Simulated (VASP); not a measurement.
# Al (P6/mmm) in VASP: further runs

Al is run at these levels: PBE; tasks: relaxation of shape and atoms at fixed volume.

Everything below comes from runs of VASP 6.6.1. Logs are shortened: lines on timing, memory, paths and dates and some standing lists are left out, and cuts for length are marked.

## (1) The cell of the first run

It takes space group P6/mmm (No. 191, hexagonal). Conventional cell: a = 2.319 Å, b = 2.319 Å, c = 2.338 Å, α = 90.00°, β = 90.00°, γ = 120.00°. Within 3.1 Å of Al (site symmetry 6/mmm) lie 8 Al at 2.32 to 2.34 Å.

## (2) Relaxation of shape and atoms at fixed volume, PBE

Contents of INCAR:

```
ALGO     = Normal         # electronic algorithm
EDIFF    = 1E-7           # SCF threshold, eV
EDIFFG   = -0.005         # ionic threshold
ENCUT    = 600            # plane-wave cutoff, eV
GGA      = PE             # functional
IBRION   = 2              # ionic algorithm
ISIF     = 4              # what is computed and relaxed
ISMEAR   = -1             # smearing method
LASPH    = True           # aspherical terms in the spheres
LCHARG   = False          # write CHGCAR
LREAL    = False          # projectors in reciprocal space
LWAVE    = False          # write WAVECAR
NELM     = 60             # most SCF steps
NSW      = 50             # ionic steps
PREC     = Accurate       # precision mode
SIGMA    = 0.08           # smearing width, eV
```

Contents of KPOINTS:

```
k-points
0
Gamma
  16 16 15
```

Contents of POSCAR:

```
Al
1.0
    2.3189608766      0.0000000000      0.0000000000
   -1.1594804383      2.0082790295      0.0000000000
    0.0000000000      0.0000000000      2.3383509953
Al
1
Direct
    0.0000000000      0.0000000000      0.0000000000
```

Potentials or basis: VASP PAW PBE potentials, release 64 (Al).

Launch:

```bash
$ cat potpaw_PBE.64/Al/POTCAR > POTCAR
$ mpirun -np 1 vasp_std > vasp.out
```

OUTCAR:

```text
EDIFF = 1E-7
   EDIFFG = -0.005
   ENCUT = 600
   GGA = PE
   IBRION = 2
   ISIF = 4
   ISMEAR = -1
   LASPH = True
   LREAL = False
   NELM = 60
   NSW = 50
   PREC = Accurate

 ion  position               nearest neighbor table
   1  0.000  0.000  0.000-

  LATTYP: Found a hexagonal cell.
 ALAT       =     2.3189608766
 C/A-ratio  =     1.0083615549

  Lattice vectors:

 A1 = (   2.3189608766,   0.0000000000,   0.0000000000)
 A2 = (  -1.1594804383,   2.0082790295,   0.0000000000)
 A3 = (   0.0000000000,   0.0000000000,   2.3383509953)

Analysis of symmetry for initial positions (statically):
=====================================================================
 Subroutine PRICEL returns:
 Original cell was already a primitive cell.

 Routine SETGRP: Setting up the symmetry group for a
 hexagonal supercell.

 Subroutine GETGRP returns: Found 24 space group operations
 (whereof 24 operations were pure point group operations)
 out of a pool of 24 trial point group operations.

The static configuration has the point symmetry D_6h.

Analysis of symmetry for dynamics (positions and initial velocities):
=====================================================================
 Subroutine PRICEL returns:
 Original cell was already a primitive cell.

 Routine SETGRP: Setting up the symmetry group for a
 hexagonal supercell.

 Subroutine GETGRP returns: Found 24 space group operations
 (whereof 24 operations were pure point group operations)
 out of a pool of 24 trial point group operations.

The dynamic configuration has the point symmetry D_6h.

 Subroutine INISYM returns: Found 24 space group operations
 (whereof 24 operations are pure point group operations),
 and found     1 'primitive' translations

----------------------------------------------------------------------------------------

                                     Primitive cell

  volume of cell :      10.8900

  direct lattice vectors                    reciprocal lattice vectors
     2.318960877  0.000000000  0.000000000     0.431227629  0.248969388  0.000000000
    -1.159480438  2.008279030  0.000000000     0.000000000  0.497938775  0.000000000
     0.000000000  0.000000000  2.338350995     0.000000000  0.000000000  0.427651795

  length of vectors
     2.318960877  2.318960877  2.338350995     0.497938775  0.497938775  0.427651795

  position of ions in fractional coordinates (direct lattice)
     0.000000000  0.000000000  0.000000000

  ion indices of the primitive-cell ions
   primitive index   ion index
                 1           1

----------------------------------------------------------------------------------------

 KPOINTS: k-points

Automatic generation of k-mesh.
 Grid dimensions read from file:
 generate k-points for:   16   16   15

 Generating k-lattice:

  Cartesian coordinates                     Fractional coordinates (reciprocal lattice)
     0.026951727  0.015560587  0.000000000     0.062500000  0.000000000  0.000000000
     0.000000000  0.031121173  0.000000000     0.000000000  0.062500000  0.000000000
     0.000000000  0.000000000  0.028510120     0.000000000  0.000000000  0.066666667

  Length of vectors
     0.031121173  0.031121173  0.028510120

  Shift w.r.t. Gamma in fractional coordinates (k-lattice)
     0.000000000  0.000000000  0.000000000

 Subroutine IBZKPT returns following result:
 ===========================================

 Found    240 irreducible k-points:

 Following reciprocal coordinates:
            Coordinates               Weight
  0.000000  0.000000  0.000000      1.000000
  0.062500  0.000000  0.000000      6.000000
  0.125000  0.000000  0.000000      6.000000
  0.187500 -0.000000  0.000000      6.000000
  0.250000  0.000000  0.000000      6.000000
  0.312500  0.000000  0.000000      6.000000
[... 16 lines left out ...]
  0.187500  0.187500  0.000000      6.000000
  0.250000  0.187500  0.000000     12.000000
 [... further k-points ...]
   k-points           NKPTS =    240   k-points in BZ     NKDIM =    240   number of bands    NBANDS=      5
   number of dos      NEDOS =    301   number of ions     NIONS =      1
   total plane-waves  NPLWV =   8000
   dimension x,y,z NGX =    20 NGY =   20 NGZ =   20
   dimension x,y,z NGXF=    40 NGYF=   40 NGZF=   40
   ions per type =               1
   NGX,Y,Z   is equivalent  to a cutoff of  14.34, 14.34, 14.22 a.u.
   NGXF,Y,Z  is equivalent  to a cutoff of  28.68, 28.68, 28.44 a.u.
 SYSTEM =  unknown system
   PREC   = accura    normal or accurate (medium, high low for compatibility)
   ISTART =      0    job   : 0-new  1-cont  2-samecut
   ICHARG =      2    charge: 1-file 2-atom 10-const
   ISPIN  =      1    spin polarized calculation?
   LNONCOLLINEAR =      F non collinear calculations
   LSORBIT =      F    spin-orbit coupling
   LASPH  =      T    aspherical Exc in radial PAW
   ENCUT  =  600.0 eV  44.10 Ry    6.64 a.u.   4.63  4.63  4.67*2*pi/ulx,y,z
   NELM   =     60;   NELMIN=  2; NELMDL= -5     # of ELM steps
   EDIFF  = 0.1E-06   stopping-criterion for ELM
   LREAL  =      F    real-space projection
   EDIFFG = -.5E-02   stopping-criterion for IOM
   NSW    =     50    number of steps for IOM
   IBRION =      2    ionic relax: 0-MD 1-quasi-New 2-CG
   NFREE  =      1    steps in history (QN), initial steepest desc. (CG)
   ISIF   =      4    stress and relaxation
   ISYM   =      2    0-nonsym 1-usesym 2-fastsym
   POTIM  = 0.5000    time-step for ionic-motion
   TEBEG  =    0.0;   TEEND  =   0.0 temperature during run
   PSTRESS=    0.0 pullay stress
   NELECT =       3.0000    total number of electrons
   NUPDOWN=      -1.0000    fix difference up-down
   EMIN   =  10.00;   EMAX   =-10.00  energy-range for DOS
   EFERMI =   0.00;   METHOD = LEGACY
   ISMEAR =    -1;   SIGMA  =   0.08  broadening in eV -4-tet -1-fermi 0-gaus
   EFERMI_NEDOS =   21; number of points for ismear=-14 and -15
   IALGO  =     38    algorithm
   IMIX   =      4    mixing-type and parameters
     AMIX     =   0.40;   BMIX     =  1.00
     AMIX_MAG =   1.60;   BMIX_MAG =  1.00
  volume/ion in A,a.u.               =      10.89        73.49
  Fermi-wavevector in a.u.,A,eV,Ry     =   1.065221  2.012975 15.438459  1.134695
  Thomas-Fermi vector in A             =   2.200765
   LORBIT       =      0    0 simple, 1 ext, 2 COOP (PROOUT), +10 PAW based schemes
   GGA     = PE    functional components
   LHFCALC =     F    Hartree Fock is set to
   AEXX    =    0.0000 exact exchange contribution
   IVDW    =     0    specifies the selected vdW correction
   LEPSILON=     F    determine dielectric tensor
   LRPA    =     F    only Hartree local field effects (RPA)
 conjugate gradient relaxation of ions
 non-spin polarized calculation
  energy-cutoff  :      600.00
  volume of cell :       10.89
 maximum number of plane-waves:       393
 NGX is ok and might be reduce to    20
   NGX =  9   NGY =  9   NGZ =  9

--------------------------------------- Ionic step        1  -------------------------------------------

 number of electron       3.0000000 magnetization

 Free energy of the ion-electron system (eV)
  ---------------------------------------------------
  ext. energy  EPLUGINS =         0.00000000
  ---------------------------------------------------
  free energy    TOTEN  =        -1.86237450 eV

  energy without entropy =       -1.85390150  energy(sigma->0) =       -1.85813800

------------------------ aborting loop because EDIFF is reached ----------------------------------------

  FORCE on cell =-STRESS in cart. coord.  units (eV):
  Direction    XX          YY          ZZ          XY          YZ          ZX
  --------------------------------------------------------------------------------------
  -------------------------------------------------------------------------------------
  Total        7.7228786      7.7228786      6.2414666      0.0000000     -0.0000000      0.0000000
  in kB     1136.2204856   1136.2204856    918.2692835      0.0000000     -0.0000000      0.0000000
  external PRESSURE =    1063.5700849 kB  Pullay stress =       0.0000000 kB
[... 195 lines left out ...]
  energy  without entropy=       -1.8737206931  energy(sigma->0) =       -1.87692263

--------------------------------------- Ionic step        7  -------------------------------------------

 number of electron       3.0000000 magnetization

 Free energy of the ion-electron system (eV)
  ---------------------------------------------------
  ext. energy  EPLUGINS =         0.00000000
  ---------------------------------------------------
  free energy    TOTEN  =        -1.88013018 eV

  energy without entropy =       -1.87379682  energy(sigma->0) =       -1.87696350

 E-fermi :  12.8937     XC(G=0): -11.7898

 val. band max:       12.8682695039   @ k =   0.3125   0.3125   0.1333
 cond. band min:      12.9130346714   @ k =   0.1875   0.1250   0.3333
 fundamental gap:      0.0447651675
 Fermi energy:        12.8936686817

 k-point     1 :       0.0000    0.0000    0.0000
  band No.  band energies     occupation
      1      -1.2090      2.00000
      2      21.9493      0.00000
      3      25.6724      0.00000
      4      28.8780      0.00000
      5      28.8780      0.00000

 k-point     2 :       0.0625    0.0000    0.0000
  band No.  band energies     occupation
      1      -1.0694      2.00000
      2      21.9208      0.00000
      3      25.7702      0.00000
      4      27.0297      0.00000
      5      28.3927      0.00000
[... 169 lines left out ...]
 k-point    24 :       0.2500    0.1875    0.0000
  band No.  band energies     occupation
      1       3.8015      2.00000
      2      13.7964      0.00003
      3      16.5523      0.00000
      4      29.1513      0.00000
      5      29.2976      0.00000

 [... further k-points ...]

------------------------ aborting loop because EDIFF is reached ----------------------------------------

  FORCE on cell =-STRESS in cart. coord.  units (eV):
  Direction    XX          YY          ZZ          XY          YZ          ZX
  --------------------------------------------------------------------------------------
  -------------------------------------------------------------------------------------
  Total        7.1233316      7.1233316      7.1232088     -0.0000000     -0.0000000      0.0000000
  in kB     1048.0127556   1048.0127556   1047.9946927     -0.0000000     -0.0000000      0.0000000
  external PRESSURE =    1048.0067346 kB  Pullay stress =       0.0000000 kB
[... 16 lines left out ...]
  FREE ENERGIE OF THE ION-ELECTRON SYSTEM (eV)
  ---------------------------------------------------
  free  energy   TOTEN  =        -1.8801301752 eV

  energy  without entropy=       -1.8737968151  energy(sigma->0) =       -1.87696350

 reached required accuracy - stopping structural energy minimisation
```

Wall time 23 s (1 thread of Intel Xeon 6975P-C (Granite Rapids), shared host); peak memory 0.13 GiB.

Results:

| Item | Value |
| --- | --- |
| Free energy | -1.8801 eV |
| Energy gained by relaxing | 17.8 meV/atom |
| Ionic steps | 7 |
| Pressure after relaxing | 104.8 GPa |

Step by step:
```csv
step,energy change (eV),largest force (eV/Å),pressure (GPa),volume (Å³)
1,0.0000,0.0000,106.36,10.89
2,0.0136,0.0000,104.09,10.89
3,-0.0177,0.0000,104.84,10.89
4,-0.0178,0.0000,104.81,10.89
5,-0.0178,0.0000,104.79,10.89
6,-0.0178,0.0000,104.82,10.89
7,-0.0178,0.0000,104.80,10.89
```

Final structure:
```yaml
crystal:
  lattice:
    - [2.34556, 0.00000, 0.00000]
    - [-1.17278, 2.03132, 0.00000]
    - [0.00000, 0.00000, 2.28562]
  atoms:
    - { symbol: Al, position: [0.00000, 0.00000, 0.00000] }
```

## (3) Relaxation of shape and atoms at fixed volume, PBE

This run uses another cell than the first one, of 12.77 Å³/atom, 1.172 times its volume.

Contents of INCAR:

```
PREC = Accurate ; ENCUT = 600
EDIFF = 1E-6 ; ISMEAR = -1
SIGMA = 0.08 ; LREAL = F
LASPH = T ; NELM = 60
ALGO = Normal ; ISIF = 4
LWAVE = F ; LCHARG = F
GGA = PE ; IBRION = 2
NSW = 50 ; EDIFFG = -0.005
```

Contents of KPOINTS:

```
Automatic mesh
0
Gamma
  16 16 15
```

Contents of POSCAR:

```
Al
1.0
    2.4452338248      0.0000000000      0.0000000000
   -1.2226169124      2.1176346104      0.0000000000
    0.0000000000      0.0000000000      2.4656797816
Al
1
Direct
    0.0000000000      0.0000000000      0.0000000000
```

Potentials or basis: VASP PAW PBE potentials, release 64 (Al).

Launch:

```bash
$ cat potpaw_PBE.64/Al/POTCAR > POTCAR
$ mpirun -np 1 vasp_std > vasp.out
```

It took 10 s on 1 thread of Intel Xeon 6975P-C (Granite Rapids), shared host; peak memory 0.12 GiB.

It converged, with:

```
Free energy               : -2.7865 eV
Energy gained by relaxing : 5.7 meV/atom
Ionic steps               : 3
Pressure after relaxing   : 54.9 GPa
```

The path:
```csv
step,energy change (eV),largest force (eV/Å),pressure (GPa),volume (Å³)
1,0.0000,0.0000,55.51,12.77
2,-0.0032,0.0000,54.66,12.77
3,-0.0057,0.0000,54.90,12.77
```

Final structure:
```
CELL_PARAMETERS angstrom
2.46340 0.00000 0.00000
-1.23170 2.13337 0.00000
0.00000 0.00000 2.42944
ATOMIC_POSITIONS crystal
Al 0.00000 0.00000 0.00000
```

Levels at points of the mesh, in eV from the Fermi level:
```
           k point  band 1  band 2  band 3  band 4  band 5
(0.00, 0.00, 0.00)  -12.80    8.52   10.90   15.10   15.10
(0.50, 0.00, 0.00)   -5.46   -4.42    8.76   10.09   16.26
```

## (4) Relaxation of shape and atoms at fixed volume, PBE

This run uses another cell than the first one, of 14.65 Å³/atom, 1.345 times its volume.

Contents of INCAR:

```
SYSTEM = Al
PREC = Accurate
ENCUT = 600
EDIFF = 1E-6
ISMEAR = -1
SIGMA = 0.08
LREAL = .FALSE.
LASPH = .TRUE.
NELM = 100
ALGO = Normal
ISIF = 4
LWAVE = .FALSE.
LCHARG = .FALSE.
GGA = PE
IBRION = 2
NSW = 50
EDIFFG = -0.005
```

Contents of KPOINTS:

```
regular mesh
0
G
  16 16 15
  0 0 0
```

Contents of POSCAR:

```
Al
1.0
    2.5596600569      0.0000000000      0.0000000000
   -1.2798300284      2.2167306343      0.0000000000
    0.0000000000      0.0000000000      2.5810627949
Al
1
Direct
    0.0000000000      0.0000000000      0.0000000000
```

Launch:

```bash
$ cat potpaw_PBE.64/Al/POTCAR > POTCAR
$ mpirun -np 1 vasp_std > vasp.out
```

Wall time 12 s (1 thread of Intel Xeon 6975P-C (Granite Rapids), shared host); peak memory 0.14 GiB.

Results (log left out):

```yaml
Free_energy: -3.2516 eV
Energy_gained_by_relaxing: 1.6 meV/atom
Ionic_steps: 3
Pressure_after_relaxing: 27.0 GPa
```

Step by step:
| step | energy change (eV) | largest force (eV/Å) | pressure (GPa) | volume (Å³) |
| --- | --- | --- | --- | --- |
| 1 | 0.0000 | 0.0000 | 27.20 | 14.65 |
| 2 | -0.0015 | 0.0000 | 27.00 | 14.65 |
| 3 | -0.0016 | 0.0000 | 27.03 | 14.65 |

Final structure:
```xyz
1
Lattice="2.5715 0.0000 0.0000 -1.2857 2.2270 0.0000 0.0000 0.0000 2.5574" Properties=species:S:1:pos:R:3 pbc="T T T"
Al    0.0000    0.0000    0.0000
```

Levels at points of the mesh, in eV from the Fermi level:
| k point | band 1 | band 2 | band 3 | band 4 | band 5 |
| --- | --- | --- | --- | --- | --- |
| (0.00, 0.00, 0.00) | -11.78 | 8.08 | 9.53 | 14.32 | 14.32 |
| (0.50, 0.00, 0.00) | -4.87 | -4.18 | 8.40 | 9.15 | 15.07 |

## (5) Relaxation of shape and atoms at fixed volume, PBE

This run uses another cell than the first one, of 16.52 Å³/atom, 1.517 times its volume.

Contents of INCAR:

```
SYSTEM = Al
PREC     = Accurate       ! precision mode
ENCUT    = 600            ! plane-wave cutoff, eV
EDIFF    = 1E-6           ! SCF threshold, eV
ISMEAR   = -1             ! smearing method
SIGMA    = 0.08           ! smearing width, eV
LREAL    = .FALSE.        ! projectors in reciprocal space
LASPH    = .TRUE.         ! aspherical terms in the spheres
NELM     = 80             ! most SCF steps
ALGO     = Normal         ! electronic algorithm
ISIF     = 4              ! what is computed and relaxed
LWAVE    = .FALSE.        ! write WAVECAR
LCHARG   = .FALSE.        ! write CHGCAR
GGA      = PE             ! functional
IBRION   = 2              ! ionic algorithm
NSW      = 50             ! ionic steps
EDIFFG   = -0.005         ! ionic threshold
```

Contents of KPOINTS:

```
Automatic mesh
0
G
  16 16 15
  0 0 0
```

Contents of POSCAR:

```
Al
1.0
    2.6646795025      0.0000000000      0.0000000000
   -1.3323397513      2.3076801421      0.0000000000
    0.0000000000      0.0000000000      2.6869603664
Al
1
Direct
    0.0000000000      0.0000000000      0.0000000000
```

Launch:

```bash
$ cat potpaw_PBE.64/Al/POTCAR > POTCAR
$ mpirun -np 1 vasp_std > vasp.out
```

Wall time 9.9 s (1 thread of Intel Xeon 6975P-C (Granite Rapids), shared host); peak memory 0.14 GiB.

Results (log left out):

* Free energy: -3.4650 eV
* Energy gained by relaxing: 0.2 meV/atom
* Ionic steps: 3
* Pressure after relaxing: 10.8 GPa

Step by step:
```tsv
step	energy change (eV)	largest force (eV/Å)	pressure (GPa)	volume (Å³)
1	0.0000	0.0000	10.88	16.52
2	-0.0002	0.0000	10.83	16.52
3	-0.0002	0.0000	10.82	16.52
```

Final structure:
```
CELL_PARAMETERS angstrom
2.67023 0.00000 0.00000
-1.33511 2.31248 0.00000
0.00000 0.00000 2.67581
ATOMIC_POSITIONS crystal
Al 0.00000 0.00000 0.00000
```

Levels at points of the mesh, in eV from the Fermi level:
| k point | band 1 | band 2 | band 3 | band 4 | band 5 |
| --- | --- | --- | --- | --- | --- |
| (0.00, 0.00, 0.00) | -10.94 | 7.70 | 8.45 | 13.65 | 13.65 |
| (0.50, 0.00, 0.00) | -4.40 | -4.00 | 8.09 | 8.39 | 14.09 |

## (6) Overview

| cell | gap on the mesh (eV) | pressure (GPa) |
| --- | --- | --- |
| relaxed from a = 2.319, b = 2.319, c = 2.338 Å, angles 90.0, 90.0, 120.0°, 1 atom | none | 104.8 |
| relaxed from a = 2.445, b = 2.445, c = 2.466 Å, angles 90.0, 90.0, 120.0°, 1 atom | none | 54.9 |
| relaxed from a = 2.560, b = 2.560, c = 2.581 Å, angles 90.0, 90.0, 120.0°, 1 atom | none | 27.0 |
| relaxed from a = 2.665, b = 2.665, c = 2.687 Å, angles 90.0, 90.0, 120.0°, 1 atom | none | 10.8 |

Alike in all rows: task relaxation of shape and atoms at fixed volume; level PBE; potentials or basis VASP PAW PBE potentials, release 64 (Al); no spin polarisation; k mesh 16 × 16 × 15; cutoff (eV) 600; smearing fermi-dirac 0.08 eV.

Total energies depend on the potentials used, so only differences within one code and one set of settings carry meaning.
